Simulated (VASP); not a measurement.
# SbMo (F-43m) in VASP: further runs

The runs below take SbMo through single point, with PBE.

Everything below comes from runs of VASP 6.6.1. Logs are shortened: lines on timing, memory, paths and dates and some standing lists are left out, and cuts for length are marked.

### 1 The cell of the first run

Symmetry: F-43m, No. 216, cubic system. The conventional cell has a = 6.011 Å, b = 6.011 Å, c = 6.011 Å, α = 90.00°, β = 90.00°, γ = 90.00°. Mo (site symmetry -43m) has 4 Sb at 2.60 Å within 3.4 Å. Sb (site symmetry -43m) has 4 Mo at 2.60 Å within 3.4 Å.

### 2 Single point, PBE (volume scaled by 0.945)

File INCAR:

```
SYSTEM = SbMo
PREC = Accurate
ENCUT = 520
EDIFF = 1E-7
ISMEAR = 0
SIGMA = 0.05
LREAL = .FALSE.
LASPH = .TRUE.
NELM = 60
ALGO = Normal
ISIF = 2
LWAVE = .FALSE.
LCHARG = .FALSE.
GGA = PE
NBANDS = 16
```

File KPOINTS:

```
Automatic mesh
0
G
  10 10 10
  0 0 0
```

File POSCAR:

```
SbMo
1.0
    0.0000000000      3.0054159416      3.0054159416
    3.0054159416      0.0000000000      3.0054159416
    3.0054159416      3.0054159416      0.0000000000
Mo Sb
1 1
Direct
    0.0000000000      0.0000000000      0.0000000000
    0.2500000000      0.2500000000      0.2500000000
```

Potentials or basis: VASP PAW PBE potentials, release 64 (Mo_sv, Sb).

Launch:

```bash
> cat potpaw_PBE.64/Mo_sv/POTCAR potpaw_PBE.64/Sb/POTCAR > POTCAR
> mpirun -np 1 vasp_std > vasp.out
```

OUTCAR:

```text
SYSTEM = SbMo
   PREC = Accurate
   ENCUT = 520
   EDIFF = 1E-7
   ISMEAR = 0
   LREAL = .FALSE.
   LASPH = .TRUE.
   NELM = 60
   ISIF = 2
   GGA = PE

 ion  position               nearest neighbor table
   1  0.000  0.000  0.000-   2 2.60   2 2.60   2 2.60   2 2.60
   2  0.250  0.250  0.250-   1 2.60   1 2.60   1 2.60   1 2.60

  LATTYP: Found a face centered cubic cell.
 ALAT       =     6.0108318832

  Lattice vectors:

 A1 = (   0.0000000000,   3.0054159416,   3.0054159416)
 A2 = (   3.0054159416,   0.0000000000,   3.0054159416)
 A3 = (   3.0054159416,   3.0054159416,   0.0000000000)

Analysis of symmetry for initial positions (statically):
=====================================================================
 Subroutine PRICEL returns:
 Original cell was already a primitive cell.

 Routine SETGRP: Setting up the symmetry group for a
 face centered cubic supercell.

 Subroutine GETGRP returns: Found 24 space group operations
 (whereof 24 operations were pure point group operations)
 out of a pool of 48 trial point group operations.

The static configuration has the point symmetry T_d .

Analysis of symmetry for dynamics (positions and initial velocities):
=====================================================================
 Subroutine PRICEL returns:
 Original cell was already a primitive cell.

 Routine SETGRP: Setting up the symmetry group for a
 face centered cubic supercell.

 Subroutine GETGRP returns: Found 24 space group operations
 (whereof 24 operations were pure point group operations)
 out of a pool of 48 trial point group operations.

The dynamic configuration has the point symmetry T_d .

 Subroutine INISYM returns: Found 24 space group operations
 (whereof 24 operations are pure point group operations),
 and found     1 'primitive' translations

----------------------------------------------------------------------------------------

                                     Primitive cell

  volume of cell :      54.2930

  direct lattice vectors                    reciprocal lattice vectors
     0.000000000  3.005415942  3.005415942    -0.166366323  0.166366323  0.166366323
     3.005415942  0.000000000  3.005415942     0.166366323 -0.166366323  0.166366323
     3.005415942  3.005415942  0.000000000     0.166366323  0.166366323 -0.166366323

  length of vectors
     4.250299985  4.250299985  4.250299985     0.288154925  0.288154925  0.288154925

  position of ions in fractional coordinates (direct lattice)
     0.000000000  0.000000000  0.000000000
     0.250000000  0.250000000  0.250000000

[... 77 lines left out ...]
   LREAL  =      F    real-space projection
   EDIFFG = 0.1E-05   stopping-criterion for IOM
   NSW    =      0    number of steps for IOM
   IBRION =     -1    ionic relax: 0-MD 1-quasi-New 2-CG
   NFREE  =      0    steps in history (QN), initial steepest desc. (CG)
   ISIF   =      2    stress and relaxation
   ISYM   =      2    0-nonsym 1-usesym 2-fastsym
   POTIM  = 0.5000    time-step for ionic-motion
   TEBEG  =    0.0;   TEEND  =   0.0 temperature during run
   PSTRESS=    0.0 pullay stress
   NELECT =      19.0000    total number of electrons
   NUPDOWN=      -1.0000    fix difference up-down
   EMIN   =  10.00;   EMAX   =-10.00  energy-range for DOS
   EFERMI =   0.00;   METHOD = LEGACY
   ISMEAR =     0;   SIGMA  =   0.05  broadening in eV -4-tet -1-fermi 0-gaus
   EFERMI_NEDOS =   21; number of points for ismear=-14 and -15
   IALGO  =     38    algorithm
   IMIX   =      4    mixing-type and parameters
     AMIX     =   0.40;   BMIX     =  1.00
     AMIX_MAG =   1.60;   BMIX_MAG =  1.00
  volume/ion in A,a.u.               =      27.15       183.19
  Fermi-wavevector in a.u.,A,eV,Ry     =   1.153661  2.180103 18.108444  1.330933
  Thomas-Fermi vector in A             =   2.290303
   LORBIT       =      0    0 simple, 1 ext, 2 COOP (PROOUT), +10 PAW based schemes
   GGA     = PE    functional components
   LHFCALC =     F    Hartree Fock is set to
   AEXX    =    0.0000 exact exchange contribution
   IVDW    =     0    specifies the selected vdW correction
   LEPSILON=     F    determine dielectric tensor
   LRPA    =     F    only Hartree local field effects (RPA)
 non-spin polarized calculation
 Gauss-broadening in eV      SIGMA  =   0.05
  energy-cutoff  :      520.00
  volume of cell :       54.29
 maximum number of plane-waves:      1476
   NGX = 15   NGY = 15   NGZ = 15

 number of electron      19.0000000 magnetization

 Free energy of the ion-electron system (eV)
  ---------------------------------------------------
  ext. energy  EPLUGINS =         0.00000000
  ---------------------------------------------------
  free energy    TOTEN  =       -12.48586348 eV

  energy without entropy =      -12.47443933  energy(sigma->0) =      -12.48015140

 E-fermi :   6.4095     XC(G=0):  -9.9204

 val. band max:        6.4029370841   @ k =  -0.4000   0.3000   0.1000
 cond. band min:       6.4149908011   @ k =   0.3000   0.2000   0.0000
 fundamental gap:      0.0120537171
 Fermi energy:         6.4094594793

 k-point     1 :       0.0000    0.0000    0.0000
  band No.  band energies     occupation
      1     -54.1009      2.00000
      2     -28.2458      2.00000
      3     -28.2458      2.00000
      4     -28.2458      2.00000
      5      -3.8204      2.00000
      6       3.6562      2.00000
[... 433 lines left out ...]
      3     -28.2558      2.00000
      4     -28.2551      2.00000
      5      -2.6770      2.00000
      6       2.5307      2.00000
[... 8 lines left out ...]
     15      13.3975      0.00000
     16      16.5174      0.00000

 [... further k-points ...]

------------------------ aborting loop because EDIFF is reached ----------------------------------------

  FORCE on cell =-STRESS in cart. coord.  units (eV):
  Direction    XX          YY          ZZ          XY          YZ          ZX
  --------------------------------------------------------------------------------------
  -------------------------------------------------------------------------------------
  Total        1.6826405      1.6826405      1.6826405      0.0000000     -0.0000000     -0.0000000
  in kB       49.6544501     49.6544501     49.6544501      0.0000000     -0.0000000     -0.0000000
  external PRESSURE =      49.6544501 kB  Pullay stress =       0.0000000 kB

 VOLUME and BASIS-vectors are now :
 -----------------------------------------------------------------------------
  energy-cutoff  :      520.00
  volume of cell :       54.29
      direct lattice vectors                 reciprocal lattice vectors
     0.000000000  3.005415942  3.005415942    -0.166366323  0.166366323  0.166366323
     3.005415942  0.000000000  3.005415942     0.166366323 -0.166366323  0.166366323
     3.005415942  3.005415942  0.000000000     0.166366323  0.166366323 -0.166366323

 POSITION                                       TOTAL-FORCE (eV/Angst)
 -----------------------------------------------------------------------------------
      0.00000      0.00000      0.00000        -0.000000     -0.000000     -0.000000
      1.50271      1.50271      1.50271         0.000000      0.000000      0.000000
 -----------------------------------------------------------------------------------
    total drift:                               -0.000000     -0.000000     -0.000000

  FREE ENERGIE OF THE ION-ELECTRON SYSTEM (eV)
  ---------------------------------------------------
  free  energy   TOTEN  =       -12.4858634791 eV

  energy  without entropy=      -12.4744393267  energy(sigma->0) =      -12.48015140
```

OSZICAR:

```text
N       E                     dE             d eps       ncg     rms          rms(c)
DAV:   1     0.119945590309E+03    0.11995E+03   -0.88770E+03  1592   0.103E+03
DAV:   2    -0.101339509282E+02   -0.13008E+03   -0.12707E+03  1960   0.281E+02
DAV:   3    -0.128916317229E+02   -0.27577E+01   -0.27230E+01  1728   0.406E+01
DAV:   4    -0.129170794681E+02   -0.25448E-01   -0.25444E-01  1992   0.481E+00
DAV:   5    -0.129175738033E+02   -0.49434E-03   -0.49433E-03  1848   0.599E-01    0.899E+00
DAV:   6    -0.125470175666E+02    0.37056E+00   -0.23470E+00  1528   0.108E+01    0.266E+00
DAV:   7    -0.124905758678E+02    0.56442E-01   -0.27189E-01  1552   0.399E+00    0.244E+00
DAV:   8    -0.124855465063E+02    0.50294E-02   -0.15282E-02  2016   0.106E+00    0.215E-01
DAV:   9    -0.124858003973E+02   -0.25389E-03   -0.63873E-04  1816   0.195E-01    0.554E-02
DAV:  10    -0.124858678011E+02   -0.67404E-04   -0.16059E-04  1696   0.758E-02    0.164E-02
DAV:  11    -0.124858625168E+02    0.52843E-05   -0.19031E-05  1808   0.301E-02    0.114E-02
DAV:  12    -0.124858634426E+02   -0.92576E-06   -0.38236E-06  1800   0.124E-02    0.121E-03
DAV:  13    -0.124858634791E+02   -0.36472E-07   -0.17672E-07  1792   0.262E-03
   1 F= -.12485863E+02 E0= -.12480151E+02  d E =-.114242E-01
```

It took 65 s on 1 thread of Intel Xeon Platinum 8259CL at 2.50GHz (Skylake/Cascade Lake), shared host; peak memory 0.19 GiB.

What came out:

* Free energy: -12.4859 eV
* Pressure: 5.0 GPa

Caveat: the cell differs from its parent crystal (volume scaled by 0.945); spin-orbit coupling is left out, which moves the levels of the heavy elements.

### 3 Single point, PBE (volume scaled by 0.960)

INCAR: that of step 2 with these lines changed.

```diff
@@ -8,3 +8,3 @@
 LASPH = .TRUE.
-NELM = 60
+NELM = 80
 ALGO = Normal
```

File KPOINTS:

```
regular mesh
0
G
  10 10 10
  0 0 0
```

File POSCAR:

```
SbMo
1.0
    0.0000000000      3.0212342116      3.0212342116
    3.0212342116      0.0000000000      3.0212342116
    3.0212342116      3.0212342116      0.0000000000
Mo Sb
1 1
Direct
    0.0000000000      0.0000000000      0.0000000000
    0.2500000000      0.2500000000      0.2500000000
```

Potentials or basis: VASP PAW PBE potentials, release 64 (Mo_sv, Sb).

Launch:

```bash
> cat potpaw_PBE.64/Mo_sv/POTCAR potpaw_PBE.64/Sb/POTCAR > POTCAR
> mpirun -np 1 vasp_std > vasp.out
```

OUTCAR:

```text
SYSTEM = SbMo
   PREC = Accurate
   ENCUT = 520
   EDIFF = 1E-7
   ISMEAR = 0
   LREAL = .FALSE.
   LASPH = .TRUE.
   NELM = 80
   ISIF = 2
   GGA = PE

 ion  position               nearest neighbor table
   1  0.000  0.000  0.000-   2 2.62   2 2.62   2 2.62   2 2.62
   2  0.250  0.250  0.250-   1 2.62   1 2.62   1 2.62   1 2.62

  LATTYP: Found a face centered cubic cell.
 ALAT       =     6.0424684232

  Lattice vectors:

 A1 = (   0.0000000000,   3.0212342116,   3.0212342116)
[... 641 lines left out ...]

------------------------ aborting loop because EDIFF is reached ----------------------------------------

  FORCE on cell =-STRESS in cart. coord.  units (eV):
  Direction    XX          YY          ZZ          XY          YZ          ZX
  --------------------------------------------------------------------------------------
  -------------------------------------------------------------------------------------
  Total        1.1898310      1.1898310      1.1898310      0.0000000     -0.0000000     -0.0000000
  in kB       34.5630991     34.5630991     34.5630991      0.0000000     -0.0000000     -0.0000000
  external PRESSURE =      34.5630991 kB  Pullay stress =       0.0000000 kB

 VOLUME and BASIS-vectors are now :
 -----------------------------------------------------------------------------
  energy-cutoff  :      520.00
  volume of cell :       55.15
      direct lattice vectors                 reciprocal lattice vectors
     0.000000000  3.021234212  3.021234212    -0.165495279  0.165495279  0.165495279
     3.021234212  0.000000000  3.021234212     0.165495279 -0.165495279  0.165495279
     3.021234212  3.021234212  0.000000000     0.165495279  0.165495279 -0.165495279

 POSITION                                       TOTAL-FORCE (eV/Angst)
 -----------------------------------------------------------------------------------
      0.00000      0.00000      0.00000        -0.000000     -0.000000     -0.000000
      1.51062      1.51062      1.51062         0.000000      0.000000      0.000000
 -----------------------------------------------------------------------------------
    total drift:                               -0.000000     -0.000000     -0.000000

  FREE ENERGIE OF THE ION-ELECTRON SYSTEM (eV)
  ---------------------------------------------------
  free  energy   TOTEN  =       -12.5085745949 eV

  energy  without entropy=      -12.4970360748  energy(sigma->0) =      -12.50280533
```

stdout:

```text
POSCAR found type information on POSCAR MoSb
 POSCAR found :  2 types and       2 ions
 scaLAPACK will be used
 LDA part: xc-table for (Slater+PW92), standard interpolation
 POSCAR, INCAR and KPOINTS ok, starting setup
 FFT: planning ... GRIDC
 FFT: planning ... GRID_SOFT
 FFT: planning ... GRID
 WAVECAR not read
 entering main loop
```

It took 67 s on 1 thread of Intel Xeon Platinum 8259CL at 2.50GHz (Skylake/Cascade Lake), shared host; peak memory 0.19 GiB.

What came out:

```
Free energy : -12.5086 eV
Pressure    : 3.5 GPa
```

Caveat: the cell differs from its parent crystal (volume scaled by 0.960); spin-orbit coupling is left out, which moves the levels of the heavy elements.

### 4 Single point, PBE (volume scaled by 0.980)

File INCAR:

```
  PREC = Accurate
  ENCUT = 520
  EDIFF = 1E-7
  ISMEAR = 0
  SIGMA = 0.05
  LREAL = F
  LASPH = T
  NELM = 100
  ALGO = Normal
  ISIF = 2
  LWAVE = F
  LCHARG = F
  GGA = PE
  NBANDS = 16
```

File KPOINTS:

```
regular mesh
0
Gamma
  10 10 10
```

File POSCAR:

```
SbMo
1.0
    0.0000000000      3.0420709680      3.0420709680
    3.0420709680      0.0000000000      3.0420709680
    3.0420709680      3.0420709680      0.0000000000
Mo Sb
1 1
Direct
    0.0000000000      0.0000000000      0.0000000000
    0.2500000000      0.2500000000      0.2500000000
```

Launch:

```bash
> cat potpaw_PBE.64/Mo_sv/POTCAR potpaw_PBE.64/Sb/POTCAR > POTCAR
> mpirun -np 1 vasp_std > vasp.out
```

Run time: 70 s. Hardware: 1 thread of Intel Xeon Platinum 8259CL at 2.50GHz (Skylake/Cascade Lake), shared host; peak memory 0.19 GiB.

It converged, with:

| Item | Value |
| --- | --- |
| Free energy | -12.5268 eV |
| Pressure | 1.6 GPa |

Levels at points of the mesh, in eV from the Fermi level:
```csv
k point,band 6,band 7,band 8,band 9,band 10,band 11,band 12,band 13
"(0.00, 0.00, 0.00)",-2.66,-2.66,-2.66,-0.16,-0.16,3.75,5.55,5.55
"(0.50, 0.00, 0.00)",-3.63,-2.35,-2.35,0.04,0.04,0.28,3.22,3.22
"(0.50, 0.50, 0.00)",-4.02,-1.52,-1.52,-0.75,0.21,0.47,1.03,1.03
```

Caveat: the cell differs from its parent crystal (volume scaled by 0.980); spin-orbit coupling is left out, which moves the levels of the heavy elements.

### 5 Single point, PBE

This run uses another cell than the first one, of 28.73 Å³/atom, 1.058 times its volume.

File INCAR:

```
ALGO = Normal
EDIFF = 1E-7
ENCUT = 520
GGA = PE
ISIF = 2
ISMEAR = 0
LASPH = T
LCHARG = F
LREAL = F
LWAVE = F
NBANDS = 16
NELM = 60
PREC = Accurate
SIGMA = 0.05
```

File KPOINTS:

```
k-points
0
Gamma
  10 10 10
```

File POSCAR:

```
SbMo
1.0
    0.0000000000      3.0626261251      3.0626261251
    3.0626261251      0.0000000000      3.0626261251
    3.0626261251      3.0626261251      0.0000000000
Mo Sb
1 1
Direct
    0.0000000000      0.0000000000      0.0000000000
    0.2500000000      0.2500000000      0.2500000000
```

Potentials or basis: VASP PAW PBE potentials, release 64 (Mo_sv, Sb).

Launch:

```bash
> cat potpaw_PBE.64/Mo_sv/POTCAR potpaw_PBE.64/Sb/POTCAR > POTCAR
> mpirun -np 1 vasp_std > vasp.out
```

OUTCAR:

```text
EDIFF = 1E-7
   ENCUT = 520
   GGA = PE
   ISIF = 2
   ISMEAR = 0
   LASPH = T
   LREAL = F
   NELM = 60
   PREC = Accurate

 ion  position               nearest neighbor table
   1  0.000  0.000  0.000-   2 2.65   2 2.65   2 2.65   2 2.65
   2  0.250  0.250  0.250-   1 2.65   1 2.65   1 2.65   1 2.65

  LATTYP: Found a face centered cubic cell.
 ALAT       =     6.1252522502

  Lattice vectors:

 A1 = (   0.0000000000,   3.0626261251,   3.0626261251)
 A2 = (   3.0626261251,   0.0000000000,   3.0626261251)
 A3 = (   3.0626261251,   3.0626261251,   0.0000000000)

Analysis of symmetry for initial positions (statically):
=====================================================================
 Subroutine PRICEL returns:
 Original cell was already a primitive cell.

 Routine SETGRP: Setting up the symmetry group for a
 face centered cubic supercell.

 Subroutine GETGRP returns: Found 24 space group operations
 (whereof 24 operations were pure point group operations)
 out of a pool of 48 trial point group operations.

The static configuration has the point symmetry T_d .

Analysis of symmetry for dynamics (positions and initial velocities):
[... 161 lines left out ...]
 val. band max:        5.8247365292   @ k =  -0.3000   0.1000   0.0000
 cond. band min:       5.8349067639   @ k =  -0.4000   0.2000   0.1000
 fundamental gap:      0.0101702347
 Fermi energy:         5.8319251925

 k-point     1 :       0.0000    0.0000    0.0000
  band No.  band energies     occupation
      1     -54.7452      2.00000
      2     -28.8717      2.00000
      3     -28.8717      2.00000
      4     -28.8717      2.00000
      5      -4.1763      2.00000
      6       3.2169      2.00000
[... 433 lines left out ...]
      3     -28.8791      2.00000
      4     -28.8786      2.00000
      5      -3.1400      2.00000
      6       2.1445      2.00000
[... 8 lines left out ...]
     15      12.5539      0.00000
     16      15.5195      0.00000

 [... further k-points ...]

------------------------ aborting loop because EDIFF is reached ----------------------------------------

  FORCE on cell =-STRESS in cart. coord.  units (eV):
  Direction    XX          YY          ZZ          XY          YZ          ZX
  --------------------------------------------------------------------------------------
  -------------------------------------------------------------------------------------
  Total       -0.0101903     -0.0101903     -0.0101903      0.0000000      0.0000000      0.0000000
  in kB       -0.2841753     -0.2841753     -0.2841753      0.0000000      0.0000000      0.0000000
  external PRESSURE =      -0.2841753 kB  Pullay stress =       0.0000000 kB

 VOLUME and BASIS-vectors are now :
 -----------------------------------------------------------------------------
  energy-cutoff  :      520.00
  volume of cell :       57.45
      direct lattice vectors                 reciprocal lattice vectors
     0.000000000  3.062626125  3.062626125    -0.163258583  0.163258583  0.163258583
     3.062626125  0.000000000  3.062626125     0.163258583 -0.163258583  0.163258583
     3.062626125  3.062626125  0.000000000     0.163258583  0.163258583 -0.163258583

 POSITION                                       TOTAL-FORCE (eV/Angst)
 -----------------------------------------------------------------------------------
      0.00000      0.00000      0.00000         0.000000      0.000000     -0.000000
      1.53131      1.53131      1.53131        -0.000000     -0.000000      0.000000
 -----------------------------------------------------------------------------------
    total drift:                               -0.000000     -0.000000     -0.000000

  FREE ENERGIE OF THE ION-ELECTRON SYSTEM (eV)
  ---------------------------------------------------
  free  energy   TOTEN  =       -12.5325162385 eV

  energy  without entropy=      -12.5206425587  energy(sigma->0) =      -12.52657940
```

stdout:

```text
POSCAR found type information on POSCAR MoSb
 POSCAR found :  2 types and       2 ions
 scaLAPACK will be used
 LDA part: xc-table for (Slater+PW92), standard interpolation
 POSCAR, INCAR and KPOINTS ok, starting setup
 FFT: planning ... GRIDC
 FFT: planning ... GRID_SOFT
 FFT: planning ... GRID
 WAVECAR not read
 entering main loop
```

Wall time 78 s (1 thread of Intel Xeon Platinum 8259CL at 2.50GHz (Skylake/Cascade Lake), shared host); peak memory 0.2 GiB.

What came out:

* Free energy: -12.5325 eV
* Pressure: 0.0 GPa

Caveat: spin-orbit coupling is left out, which moves the levels of the heavy elements.

### 6 Overview

```csv
cell,gap on the mesh (eV),pressure (GPa)
"a = 4.250 Å, angles 60.0°, 2 atoms",none,5.0
"a = 4.273 Å, angles 60.0°, 2 atoms",none,3.5
"a = 4.302 Å, angles 60.0°, 2 atoms",none,1.6
"a = 4.331 Å, angles 60.0°, 2 atoms",none,0.0
```

Alike in all rows: task single point; level PBE; potentials or basis VASP PAW PBE potentials, release 64 (Mo_sv, Sb); no spin polarisation; k mesh 10 × 10 × 10; cutoff (eV) 520; smearing gaussian 0.05 eV.

Caveats: spin-orbit coupling is left out, which moves the levels of the heavy elements.

Absolute energies hang on the potentials; compare differences alone.
